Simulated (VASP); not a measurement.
# Sn (Fd-3m) in VASP: further runs

Runs on Sn. Level: PBEsol. Tasks: single point, relaxation of cell and atoms.

Everything below comes from runs of VASP 6.6.1. Logs are shortened: lines on timing, memory, paths and dates and some standing lists are left out, and cuts for length are marked.

## 1. The cell of the first run

Symmetry: Fd-3m, No. 227, cubic system. The conventional cell has a = 6.542 Å, b = 6.542 Å, c = 6.542 Å, α = 90.00°, β = 90.00°, γ = 90.00°. Within 3.7 Å of Sn (site symmetry -43m) lie 4 Sn at 2.83 Å.

## 2. Single point, PBEsol

Contents of INCAR:

```
ALGO     = Normal         # electronic algorithm
EDIFF    = 1E-6           # SCF threshold, eV
ENCUT    = 520            # plane-wave cutoff, eV
GGA      = PS             # functional
ISIF     = 2              # what is computed and relaxed
ISMEAR   = -1             # smearing method
LASPH    = T              # aspherical terms in the spheres
LCHARG   = T              # write CHGCAR
LELF     = T              # ELF
LREAL    = F              # projectors in reciprocal space
LVHAR    = T            
LWAVE    = F              # write WAVECAR
NBANDS   = 21             # bands
NELM     = 100            # most SCF steps
PREC     = Accurate       # precision mode
SIGMA    = 0.02           # smearing width, eV
```

Contents of KPOINTS:

```
k-points
0
Gamma
  6 6 6
```

Contents of POSCAR:

```
Sn
1.0
    0.0000000000      3.2711097797      3.2711097797
    3.2711097797      0.0000000000      3.2711097797
    3.2711097797      3.2711097797      0.0000000000
Sn
2
Direct
    0.0000000000      0.0000000000      0.0000000000
    0.2500000000      0.2500000000      0.2500000000
```

Potentials or basis: VASP PAW PBE potentials, release 64 (Sn_d).

Run with:

```bash
cat potpaw_PBE.64/Sn_d/POTCAR > POTCAR
mpirun -np 1 vasp_std > vasp.out
```

OUTCAR:

```text
EDIFF = 1E-6
   ENCUT = 520
   GGA = PS
   ISIF = 2
   ISMEAR = -1
   LASPH = T
   LREAL = F
   NELM = 100
   PREC = Accurate

 ion  position               nearest neighbor table
   1  0.000  0.000  0.000-   2 2.83   2 2.83   2 2.83   2 2.83
   2  0.250  0.250  0.250-   1 2.83   1 2.83   1 2.83   1 2.83

  LATTYP: Found a face centered cubic cell.
 ALAT       =     6.5422195594

  Lattice vectors:

 A1 = (   0.0000000000,   3.2711097797,   3.2711097797)
 A2 = (   3.2711097797,   0.0000000000,   3.2711097797)
 A3 = (   3.2711097797,   3.2711097797,   0.0000000000)

Analysis of symmetry for initial positions (statically):
=====================================================================
 Subroutine PRICEL returns:
 Original cell was already a primitive cell.

 Routine SETGRP: Setting up the symmetry group for a
 face centered cubic supercell.

 Subroutine GETGRP returns: Found 48 space group operations
 (whereof 24 operations were pure point group operations)
 out of a pool of 48 trial point group operations.

The static configuration has the point symmetry T_d .
 The point group associated with its full space group is O_h .

Analysis of symmetry for dynamics (positions and initial velocities):
=====================================================================
 Subroutine PRICEL returns:
 Original cell was already a primitive cell.

 Routine SETGRP: Setting up the symmetry group for a
 face centered cubic supercell.

 Subroutine GETGRP returns: Found 48 space group operations
 (whereof 24 operations were pure point group operations)
 out of a pool of 48 trial point group operations.

The dynamic configuration has the point symmetry T_d .
 The point group associated with its full space group is O_h .

 Subroutine INISYM returns: Found 48 space group operations
 (whereof 24 operations are pure point group operations),
 and found     1 'primitive' translations

----------------------------------------------------------------------------------------

                                     Primitive cell

  volume of cell :      70.0028

  direct lattice vectors                    reciprocal lattice vectors
     0.000000000  3.271109780  3.271109780    -0.152853323  0.152853323  0.152853323
     3.271109780  0.000000000  3.271109780     0.152853323 -0.152853323  0.152853323
     3.271109780  3.271109780  0.000000000     0.152853323  0.152853323 -0.152853323

  length of vectors
     4.626047814  4.626047814  4.626047814     0.264749722  0.264749722  0.264749722

  position of ions in fractional coordinates (direct lattice)
     0.000000000  0.000000000  0.000000000
     0.250000000  0.250000000  0.250000000

  ion indices of the primitive-cell ions
   primitive index   ion index
                 1           1
                 2           2

----------------------------------------------------------------------------------------

 KPOINTS: k-points

Automatic generation of k-mesh.
 Grid dimensions read from file:
 generate k-points for:    6    6    6

 Generating k-lattice:

  Cartesian coordinates                     Fractional coordinates (reciprocal lattice)
    -0.025475554  0.025475554  0.025475554     0.166666667  0.000000000  0.000000000
     0.025475554 -0.025475554  0.025475554     0.000000000  0.166666667  0.000000000
     0.025475554  0.025475554 -0.025475554     0.000000000  0.000000000  0.166666667

  Length of vectors
     0.044124954  0.044124954  0.044124954

  Shift w.r.t. Gamma in fractional coordinates (k-lattice)
     0.000000000  0.000000000  0.000000000

 Subroutine IBZKPT returns following result:
 ===========================================

 Found     16 irreducible k-points:

 Following reciprocal coordinates:
            Coordinates               Weight
  0.000000  0.000000  0.000000      1.000000
  0.166667  0.000000  0.000000      8.000000
  0.333333  0.000000  0.000000      8.000000
  0.500000  0.000000  0.000000      4.000000
  0.166667  0.166667  0.000000      6.000000
  0.333333  0.166667  0.000000     24.000000
[... 8 lines left out ...]
 -0.333333  0.333333  0.166667     24.000000
 -0.333333  0.500000  0.166667     12.000000
   k-points           NKPTS =     16   k-points in BZ     NKDIM =     16   number of bands    NBANDS=     21
   number of dos      NEDOS =    301   number of ions     NIONS =      2
   total plane-waves  NPLWV =  46656
   dimension x,y,z NGX =    36 NGY =   36 NGZ =   36
   dimension x,y,z NGXF=    72 NGYF=   72 NGZF=   72
   ions per type =               2
   NGX,Y,Z   is equivalent  to a cutoff of  12.94, 12.94, 12.94 a.u.
   NGXF,Y,Z  is equivalent  to a cutoff of  25.87, 25.87, 25.87 a.u.
 SYSTEM =  unknown system
   PREC   = accura    normal or accurate (medium, high low for compatibility)
   ISTART =      0    job   : 0-new  1-cont  2-samecut
   ICHARG =      2    charge: 1-file 2-atom 10-const
   ISPIN  =      1    spin polarized calculation?
   LNONCOLLINEAR =      F non collinear calculations
   LSORBIT =      F    spin-orbit coupling
   LASPH  =      T    aspherical Exc in radial PAW
   ENCUT  =  520.0 eV  38.22 Ry    6.18 a.u.   8.60  8.60  8.60*2*pi/ulx,y,z
   NELM   =    100;   NELMIN=  2; NELMDL= -5     # of ELM steps
   EDIFF  = 0.1E-05   stopping-criterion for ELM
   LREAL  =      F    real-space projection
[... 7 lines left out ...]
   TEBEG  =    0.0;   TEEND  =   0.0 temperature during run
   PSTRESS=    0.0 pullay stress
   NELECT =      28.0000    total number of electrons
   NUPDOWN=      -1.0000    fix difference up-down
   EMIN   =  10.00;   EMAX   =-10.00  energy-range for DOS
   EFERMI =   0.00;   METHOD = LEGACY
   ISMEAR =    -1;   SIGMA  =   0.02  broadening in eV -4-tet -1-fermi 0-gaus
   EFERMI_NEDOS =   21; number of points for ismear=-14 and -15
   IALGO  =     38    algorithm
   IMIX   =      4    mixing-type and parameters
     AMIX     =   0.40;   BMIX     =  1.00
     AMIX_MAG =   1.60;   BMIX_MAG =  1.00
  volume/ion in A,a.u.               =      35.00       236.20
  Fermi-wavevector in a.u.,A,eV,Ry     =   1.206209  2.279404 19.795647  1.454939
  Thomas-Fermi vector in A             =   2.341882
   LORBIT       =      0    0 simple, 1 ext, 2 COOP (PROOUT), +10 PAW based schemes
   GGA     = PS    functional components
   LHFCALC =     F    Hartree Fock is set to
   AEXX    =    0.0000 exact exchange contribution
   IVDW    =     0    specifies the selected vdW correction
   LEPSILON=     F    determine dielectric tensor
   LRPA    =     F    only Hartree local field effects (RPA)
 non-spin polarized calculation
  energy-cutoff  :      520.00
  volume of cell :       70.00
 maximum number of plane-waves:      1896
 NGX is ok and might be reduce to    36
   NGX = 17   NGY = 17   NGZ = 17

 number of electron      27.9999986 magnetization

 Free energy of the ion-electron system (eV)
  ---------------------------------------------------
  ext. energy  EPLUGINS =         0.00000000
  ---------------------------------------------------
  free energy    TOTEN  =        -8.43059093 eV

  energy without entropy =       -8.43007427  energy(sigma->0) =       -8.43033260

 E-fermi :   5.1334     XC(G=0):  -8.9548

 val. band max:        4.9002411229   @ k =   0.1667   0.0000   0.0000
 cond. band min:       5.1334382990   @ k =   0.5000   0.0000   0.0000
 fundamental gap:      0.2331971761
 Fermi energy:         5.1334089827

 k-point     1 :       0.0000    0.0000    0.0000
  band No.  band energies     occupation
      1     -16.3069      2.00000
      2     -16.3069      2.00000
      3     -16.3069      2.00000
      4     -16.2500      2.00000
      5     -16.2500      2.00000
      6     -15.9576      2.00000
[... 13 lines left out ...]
     20      13.1509      0.00000
     21      13.1509      0.00000

 k-point     2 :       0.1667    0.0000    0.0000
  band No.  band energies     occupation
      1     -16.3221      2.00000
      2     -16.3221      2.00000
      3     -16.3007      2.00000
      4     -16.2279      2.00000
      5     -16.2279      2.00000
      6     -15.9870      2.00000
[... 13 lines left out ...]
     20      12.0951      0.00000
     21      12.0951      0.00000

 k-point     3 :       0.3333    0.0000    0.0000
  band No.  band energies     occupation
      1     -16.3370      2.00000
      2     -16.3370      2.00000
      3     -16.2878      2.00000
      4     -16.2013      2.00000
      5     -16.2013      2.00000
      6     -16.0095      2.00000
[... 13 lines left out ...]
     20      12.4992      0.00000
     21      12.4992      0.00000

 k-point     4 :       0.5000    0.0000    0.0000
  band No.  band energies     occupation
      1     -16.3411      2.00000
      2     -16.3411      2.00000
      3     -16.2811      2.00000
      4     -16.1928      2.00000
      5     -16.1928      2.00000
      6     -16.0156      2.00000
[... 13 lines left out ...]
     20      13.8837      0.00000
     21      13.9192      0.00000

 k-point     5 :       0.1667    0.1667    0.0000
  band No.  band energies     occupation
      1     -16.3205      2.00000
      2     -16.3205      2.00000
      3     -16.3148      2.00000
      4     -16.2295      2.00000
      5     -16.2024      2.00000
      6     -16.0306      2.00000
[... 13 lines left out ...]
     20      11.6660      0.00000
     21      13.4569      0.00000
[... 190 lines left out ...]
     20      14.2980      0.00000
     21      15.5245      0.00000

 k-point    14 :       0.5000    0.3333    0.1667
  band No.  band energies     occupation
      1     -16.3611      2.00000
      2     -16.3557      2.00000
      3     -16.2500      2.00000
      4     -16.1742      2.00000
      5     -16.1302      2.00000
      6     -16.1036      2.00000
[... 13 lines left out ...]
     20      13.1511      0.00000
     21      14.8539      0.00000

 k-point    15 :      -0.3333    0.3333    0.1667
  band No.  band energies     occupation
      1     -16.3741      2.00000
      2     -16.3603      2.00000
      3     -16.2190      2.00000
      4     -16.1492      2.00000
      5     -16.1212      2.00000
      6     -16.1084      2.00000
[... 13 lines left out ...]
     20      14.4395      0.00000
     21      14.8029      0.00000

 k-point    16 :      -0.3333    0.5000    0.1667
  band No.  band energies     occupation
      1     -16.3683      2.00000
      2     -16.3683      2.00000
      3     -16.1894      2.00000
      4     -16.1894      2.00000
      5     -16.1025      2.00000
      6     -16.1025      2.00000
[... 13 lines left out ...]
     20      14.1134      0.00000
     21      15.3326      0.00000

------------------------ aborting loop because EDIFF is reached ----------------------------------------

  FORCE on cell =-STRESS in cart. coord.  units (eV):
  Direction    XX          YY          ZZ          XY          YZ          ZX
  --------------------------------------------------------------------------------------
  -------------------------------------------------------------------------------------
  Total       -0.0261560     -0.0261560     -0.0261560     -0.0000000      0.0000000     -0.0000000
  in kB       -0.5986413     -0.5986413     -0.5986413     -0.0000000      0.0000000     -0.0000000
  external PRESSURE =      -0.5986413 kB  Pullay stress =       0.0000000 kB

 VOLUME and BASIS-vectors are now :
 -----------------------------------------------------------------------------
  energy-cutoff  :      520.00
  volume of cell :       70.00
      direct lattice vectors                 reciprocal lattice vectors
     0.000000000  3.271109780  3.271109780    -0.152853323  0.152853323  0.152853323
     3.271109780  0.000000000  3.271109780     0.152853323 -0.152853323  0.152853323
     3.271109780  3.271109780  0.000000000     0.152853323  0.152853323 -0.152853323

 POSITION                                       TOTAL-FORCE (eV/Angst)
 -----------------------------------------------------------------------------------
      0.00000      0.00000      0.00000         0.000000     -0.000000      0.000000
      1.63555      1.63555      1.63555        -0.000000      0.000000     -0.000000
 -----------------------------------------------------------------------------------
    total drift:                                0.000000      0.000000      0.000000

  FREE ENERGIE OF THE ION-ELECTRON SYSTEM (eV)
  ---------------------------------------------------
  free  energy   TOTEN  =        -8.4305909270 eV

  energy  without entropy=       -8.4300742656  energy(sigma->0) =       -8.43033260
```

It took 33 s on 1 thread of AMD EPYC 7R13, shared host; peak memory 0.17 GiB.

Results:

* Free energy: -8.4306 eV
* Pressure: -0.1 GPa
* Band gap on the k mesh: zero (band 14 reaches 5.33 eV, above the bottom of band 15 at 5.13 eV)

Caveat: the PAW data sets were made with another functional, which shifts forces and pressure a little; spin-orbit coupling is left out, which moves the levels of the heavy elements.

(Continued in part 2 of 2.)
